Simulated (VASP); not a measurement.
# Co (P6/mmm) in VASP: density of states with PBE

Aim: the density of states of Co with PBE.

Everything below comes from runs of VASP 6.6.1. Logs are shortened: lines on timing, memory, paths and dates and some standing lists are left out, and cuts for length are marked.

**1. The cell of the first run**

It takes space group P6/mmm (No. 191, hexagonal). Conventional cell: a = 3.060 Å, b = 3.060 Å, c = 1.841 Å, α = 90.00°, β = 90.00°, γ = 120.00°. Co (site symmetry 6/mmm) has 14 Co at 1.84 to 1.99 Å within 2.4 Å. Co (site symmetry -6m2) has 11 Co at 1.77 to 1.99 Å within 2.3 Å.

**2. Density of states, PBE, collinear spin, ferromagnetic start (volume scaled by 0.45)**

File POSCAR:

```
Co
1.0
    3.0595422451      0.0000000000      0.0000000000
   -1.5297711226      2.6496413082      0.0000000000
    0.0000000000      0.0000000000      1.8406254250
Co
3
Direct
    0.0000000000      0.0000000000      0.0000000000
    0.3333333333      0.6666666667      0.5000000000
    0.6666666667      0.3333333333      0.5000000000
```

File INCAR.step1:

```
PREC     = Accurate       # precision mode
ENCUT    = 520            # plane-wave cutoff, eV
EDIFF    = 1E-7           # SCF threshold, eV
ISMEAR   = -1             # smearing method
SIGMA    = 0.05           # smearing width, eV
LREAL    = False          # projectors in reciprocal space
LASPH    = True           # aspherical terms in the spheres
NELM     = 150            # most SCF steps
ALGO     = Normal         # electronic algorithm
ISIF     = 2              # what is computed and relaxed
LWAVE    = False          # write WAVECAR
LCHARG   = True           # write CHGCAR
ISPIN    = 2              # spin polarisation
MAGMOM   = 1.7 1.7 1.7    # initial moments
LMAXMIX  = 4              # l up to which the mixer works
GGA      = PE             # functional
NBANDS   = 24             # bands
```

File KPOINTS.step1:

```
regular mesh
0
Gamma
  10 10 14
```

File INCAR.step2:

```
PREC     = Accurate       # precision mode
ENCUT    = 520            # plane-wave cutoff, eV
EDIFF    = 1E-7           # SCF threshold, eV
ISMEAR   = -5             # smearing method
SIGMA    = 0.05           # smearing width, eV
LREAL    = False          # projectors in reciprocal space
LASPH    = True           # aspherical terms in the spheres
NELM     = 150            # most SCF steps
ALGO     = Normal         # electronic algorithm
ISIF     = 2              # what is computed and relaxed
LWAVE    = False          # write WAVECAR
LCHARG   = False          # write CHGCAR
ISPIN    = 2              # spin polarisation
MAGMOM   = 1.7 1.7 1.7    # initial moments
LORBIT   = 11             # projections on sites
LMAXMIX  = 4              # l up to which the mixer works
GGA      = PE             # functional
NEDOS    = 2001           # points of the DOS
ICHARG   = 11             # starting density
```

File KPOINTS.step2:

```
regular mesh
0
Gamma
  15 15 21
```

Potentials or basis: VASP PAW PBE potentials, release 64 (Co).

Command:

```bash
$ cat potpaw_PBE.64/Co/POTCAR > POTCAR
$ cp INCAR.step1 INCAR
$ cp KPOINTS.step1 KPOINTS
$ mpirun -np 1 vasp_std > vasp.out
$ cp INCAR.step2 INCAR
$ cp KPOINTS.step2 KPOINTS
$ mpirun -np 1 vasp_std > vasp.out
```

OUTCAR:

```text
PREC = Accurate
   ENCUT = 520
   EDIFF = 1E-7
   ISMEAR = -5
   LREAL = False
   LASPH = True
   NELM = 150
   ISIF = 2
   ISPIN = 2
   LORBIT = 11
   GGA = PE
   ICHARG = 11

 ion  position               nearest neighbor table
   1  0.000  0.000  0.000-   2 1.99   3 1.99   2 1.99   3 1.99   3 1.99   3 1.99   2 1.99   2 1.99
                             3 1.99   3 1.99   2 1.99   2 1.99
   2  0.333  0.667  0.500-   3 1.77   3 1.77   3 1.77   1 1.99   1 1.99   1 1.99   1 1.99   1 1.99
                             1 1.99   3 2.55   3 2.55   3 2.55   3 2.55   3 2.55   3 2.55
   3  0.667  0.333  0.500-   2 1.77   2 1.77   2 1.77   1 1.99   1 1.99   1 1.99   1 1.99   1 1.99
                             1 1.99   2 2.55   2 2.55   2 2.55   2 2.55   2 2.55   2 2.55

  LATTYP: Found a hexagonal cell.
 ALAT       =     3.0595422451
 C/A-ratio  =     0.6016015722

  Lattice vectors:

 A1 = (   3.0595422451,   0.0000000000,   0.0000000000)
 A2 = (  -1.5297711226,   2.6496413082,   0.0000000000)
 A3 = (   0.0000000000,   0.0000000000,   1.8406254250)

Analysis of symmetry for initial positions (statically):
=====================================================================
 Subroutine PRICEL returns:
 Original cell was already a primitive cell.

 Routine SETGRP: Setting up the symmetry group for a
 hexagonal supercell.

 Subroutine GETGRP returns: Found 24 space group operations
 (whereof 24 operations were pure point group operations)
 out of a pool of 24 trial point group operations.

The static configuration has the point symmetry D_6h.

Analysis of symmetry for dynamics (positions and initial velocities):
=====================================================================
 Subroutine PRICEL returns:
 Original cell was already a primitive cell.

 Routine SETGRP: Setting up the symmetry group for a
 hexagonal supercell.

 Subroutine GETGRP returns: Found 24 space group operations
 (whereof 24 operations were pure point group operations)
 out of a pool of 24 trial point group operations.

The dynamic configuration has the point symmetry D_6h.

Analysis of structural, dynamic, and magnetic symmetry:
=====================================================================
 Subroutine PRICEL returns:
 Original cell was already a primitive cell.

 Routine SETGRP: Setting up the symmetry group for a
 hexagonal supercell.

 Subroutine GETGRP returns: Found 24 space group operations
 (whereof 24 operations were pure point group operations)
 out of a pool of 24 trial point group operations.

The overall configuration has the point symmetry D_6h.

 Subroutine INISYM returns: Found 24 space group operations
 (whereof 24 operations are pure point group operations),
 and found     1 'primitive' translations

----------------------------------------------------------------------------------------

                                     Primitive cell

  volume of cell :      14.9214

  direct lattice vectors                    reciprocal lattice vectors
     3.059542245  0.000000000  0.000000000     0.326846280  0.188704788  0.000000000
    -1.529771123  2.649641308  0.000000000     0.000000000  0.377409575  0.000000000
     0.000000000  0.000000000  1.840625425     0.000000000  0.000000000  0.543293593

  length of vectors
     3.059542245  3.059542245  1.840625425     0.377409575  0.377409575  0.543293593

  position of ions in fractional coordinates (direct lattice)
     0.000000000  0.000000000  0.000000000
     0.333333333  0.666666667  0.500000000
     0.666666667  0.333333333  0.500000000

  ion indices of the primitive-cell ions
   primitive index   ion index
                 1           1
                 2           2
                 3           3

----------------------------------------------------------------------------------------

 KPOINTS: regular mesh

Automatic generation of k-mesh.
 Grid dimensions read from file:
 generate k-points for:   15   15   21

 Generating k-lattice:

  Cartesian coordinates                     Fractional coordinates (reciprocal lattice)
     0.021789752  0.012580319  0.000000000     0.066666667  0.000000000  0.000000000
     0.000000000  0.025160638  0.000000000     0.000000000  0.066666667  0.000000000
     0.000000000  0.000000000  0.025871123     0.000000000  0.000000000  0.047619048

  Length of vectors
     0.025160638  0.025160638  0.025871123

  Shift w.r.t. Gamma in fractional coordinates (k-lattice)
     0.000000000  0.000000000  0.000000000

 TETIRR: Found   4698 inequivalent tetrahedra from    28350

 Subroutine IBZKPT returns following result:
 ===========================================

 Found    297 irreducible k-points:

 Following reciprocal coordinates:
            Coordinates               Weight
  0.000000  0.000000  0.000000      1.000000
  0.066667  0.000000  0.000000      6.000000
  0.133333  0.000000  0.000000      6.000000
  0.200000 -0.000000  0.000000      6.000000
  0.266667  0.000000  0.000000      6.000000
  0.333333 -0.000000  0.000000      6.000000
[... 16 lines left out ...]
  0.333333  0.200000  0.000000     12.000000
  0.400000  0.200000  0.000000      6.000000
 [... further k-points ...]
   k-points           NKPTS =    297   k-points in BZ     NKDIM =    297   number of bands    NBANDS=     20
   number of dos      NEDOS =   2001   number of ions     NIONS =      3
   total plane-waves  NPLWV =   8064
   dimension x,y,z NGX =    24 NGY =   24 NGZ =   14
   dimension x,y,z NGXF=    48 NGYF=   48 NGZF=   28
   ions per type =               3
   NGX,Y,Z   is equivalent  to a cutoff of  13.04, 13.04, 12.64 a.u.
   NGXF,Y,Z  is equivalent  to a cutoff of  26.08, 26.08, 25.29 a.u.
 SYSTEM =  unknown system
   PREC   = accura    normal or accurate (medium, high low for compatibility)
   ISTART =      0    job   : 0-new  1-cont  2-samecut
   ICHARG =     11    charge: 1-file 2-atom 10-const
   ISPIN  =      2    spin polarized calculation?
   LNONCOLLINEAR =      F non collinear calculations
   LSORBIT =      F    spin-orbit coupling
   LASPH  =      T    aspherical Exc in radial PAW
   ENCUT  =  520.0 eV  38.22 Ry    6.18 a.u.   5.69  5.69  3.42*2*pi/ulx,y,z
   NELM   =    150;   NELMIN=  2; NELMDL=  0     # of ELM steps
   EDIFF  = 0.1E-06   stopping-criterion for ELM
   LREAL  =      F    real-space projection
   EDIFFG = 0.1E-05   stopping-criterion for IOM
   NSW    =      0    number of steps for IOM
   IBRION =     -1    ionic relax: 0-MD 1-quasi-New 2-CG
   NFREE  =      0    steps in history (QN), initial steepest desc. (CG)
   ISIF   =      2    stress and relaxation
   ISYM   =      2    0-nonsym 1-usesym 2-fastsym
   POTIM  = 0.5000    time-step for ionic-motion
   TEBEG  =    0.0;   TEEND  =   0.0 temperature during run
   PSTRESS=    0.0 pullay stress
   NELECT =      27.0000    total number of electrons
   NUPDOWN=      -1.0000    fix difference up-down
   EMIN   =  10.00;   EMAX   =-10.00  energy-range for DOS
   EFERMI =   0.00;   METHOD = LEGACY
   ISMEAR =    -5;   SIGMA  =   0.05  broadening in eV -4-tet -1-fermi 0-gaus
   EFERMI_NEDOS =   21; number of points for ismear=-14 and -15
   IALGO  =     38    algorithm
   IMIX   =      4    mixing-type and parameters
     AMIX     =   0.40;   BMIX     =  1.00
     AMIX_MAG =   1.60;   BMIX_MAG =  1.00
  volume/ion in A,a.u.               =       4.97        33.56
  Fermi-wavevector in a.u.,A,eV,Ry     =   1.994924  3.769860 54.147421  3.979723
  Thomas-Fermi vector in A             =   3.011737
   LORBIT       =     11    0 simple, 1 ext, 2 COOP (PROOUT), +10 PAW based schemes
   GGA     = PE    functional components
   LHFCALC =     F    Hartree Fock is set to
   AEXX    =    0.0000 exact exchange contribution
   IVDW    =     0    specifies the selected vdW correction
   LEPSILON=     F    determine dielectric tensor
   LRPA    =     F    only Hartree local field effects (RPA)
 spin polarized calculation
 Fermi weights with tetrahedron method with Bloechl corrections
  energy-cutoff  :      520.00
  volume of cell :       14.92
 maximum number of plane-waves:       415
 NGX is ok and might be reduce to    24

 number of electron      26.9999979 magnetization      -0.0000229

 Free energy of the ion-electron system (eV)
  ---------------------------------------------------
  ext. energy  EPLUGINS =         0.00000000
  ---------------------------------------------------
  free energy    TOTEN  =         5.91792954 eV

  energy without entropy =        5.91792954  energy(sigma->0) =        5.91792954

 E-fermi :  28.1635     XC(G=0): -18.6700

 val. band max:       28.4194231994   @ k =   0.4667   0.0667   0.0000
 cond. band min:      28.1386040640   @ k =   0.3333  -0.0000   0.1905
 fundamental gap:     -0.2808191355
 Fermi energy:        28.1634775814

 spin component 1

 k-point     1 :       0.0000    0.0000    0.0000
  band No.  band energies     occupation
      1      14.0519      1.00000
      2      16.3431      1.00000
      3      20.7024      1.00000
      4      20.7025      1.00000
      5      20.8748      1.00000
      6      20.8748      1.00000
[... 12 lines left out ...]
     19      41.9817      0.00000
[... 513 lines left out ...]
      4      19.6020      1.00000
      5      19.6352      1.00000
      6      20.5467      1.00000
[... 12 lines left out ...]
     19      47.6764      0.00000
     20      51.2334      0.00000

 [... further k-points ...]

 spin component 2

 k-point     1 :       0.0000    0.0000    0.0000
  band No.  band energies     occupation
      1      14.0519      1.00000
      2      16.3431      1.00000
      3      20.7024      1.00000
      4      20.7025      1.00000
      5      20.8748      1.00000
      6      20.8748      1.00000
[... 12 lines left out ...]
     19      41.9817      0.00000
[... 513 lines left out ...]
      4      19.6020      1.00000
      5      19.6352      1.00000
      6      20.5467      1.00000
[... 12 lines left out ...]
     19      47.6764      0.00000
     20      51.2334      0.00000

 [... further k-points ...]

------------------------ aborting loop because EDIFF is reached ----------------------------------------

  FORCE on cell =-STRESS in cart. coord.  units (eV):
  Direction    XX          YY          ZZ          XY          YZ          ZX
  --------------------------------------------------------------------------------------
  -------------------------------------------------------------------------------------
  Total       91.5202902     91.5202902     91.9372602     -0.0000000      0.0000000      0.0000000
  in kB     9826.9560559   9826.9560559   9871.7280553     -0.0000002      0.0000000      0.0000000
  external PRESSURE =    9841.8800557 kB  Pullay stress =       0.0000000 kB

 VOLUME and BASIS-vectors are now :
 -----------------------------------------------------------------------------
  energy-cutoff  :      520.00
  volume of cell :       14.92
      direct lattice vectors                 reciprocal lattice vectors
     3.059542245  0.000000000  0.000000000     0.326846280  0.188704788  0.000000000
    -1.529771123  2.649641308  0.000000000     0.000000000  0.377409575  0.000000000
     0.000000000  0.000000000  1.840625425     0.000000000  0.000000000  0.543293593

 POSITION                                       TOTAL-FORCE (eV/Angst)
 -----------------------------------------------------------------------------------
      0.00000      0.00000      0.00000         0.000000      0.000000      0.000000
     -0.00000      1.76643      0.92031         0.000000      0.000000     -0.000000
      1.52977      0.88321      0.92031        -0.000000      0.000000      0.000000
 -----------------------------------------------------------------------------------
    total drift:                                0.000000     -0.000000      0.000000

  FREE ENERGIE OF THE ION-ELECTRON SYSTEM (eV)
  ---------------------------------------------------
  free  energy   TOTEN  =         5.9179295378 eV

  energy  without entropy=        5.9179295378  energy(sigma->0) =        5.91792954

 total charge

# of ion       s       p       d       tot
------------------------------------------
    1        1.001   1.628   8.648  11.277
    2        1.015   1.588   8.734  11.337
    3        1.015   1.588   8.734  11.337
--------------------------------------------------
tot          3.032   4.804  26.115  33.951

 magnetization (x)

# of ion       s       p       d       tot
------------------------------------------
    1        0.000   0.000  -0.000  -0.000
    2        0.000   0.000  -0.000  -0.000
    3        0.000   0.000  -0.000  -0.000
--------------------------------------------------
tot          0.000   0.000  -0.000  -0.000
```

Run time: 2 min. Hardware: 1 thread of Intel Xeon 6975P-C, shared host; peak memory 0.25 GiB.

Results:

```
Net moment : 0.00 μB per cell
```

Levels at points of the mesh, in eV from the Fermi level:
Spin up:
| k point | band 10 | band 11 | band 12 | band 13 | band 14 | band 15 | band 16 | band 17 | band 18 | band 19 |
| --- | --- | --- | --- | --- | --- | --- | --- | --- | --- | --- |
| (0.00, 0.00, 0.00) | -4.66 | -2.86 | -2.86 | -2.84 | -2.84 | 1.42 | 1.42 | 13.51 | 13.51 | 13.82 |
Spin down:
| k point | band 11 | band 12 | band 13 | band 14 | band 15 | band 16 | band 17 | band 18 |
| --- | --- | --- | --- | --- | --- | --- | --- | --- |
| (0.00, 0.00, 0.00) | -2.86 | -2.86 | -2.84 | -2.84 | 1.42 | 1.42 | 13.51 | 13.51 |

Caveat: the starting moments collapsed, and a magnetic state may lie lower; tetrahedron occupations give inexact forces and stress in metals.
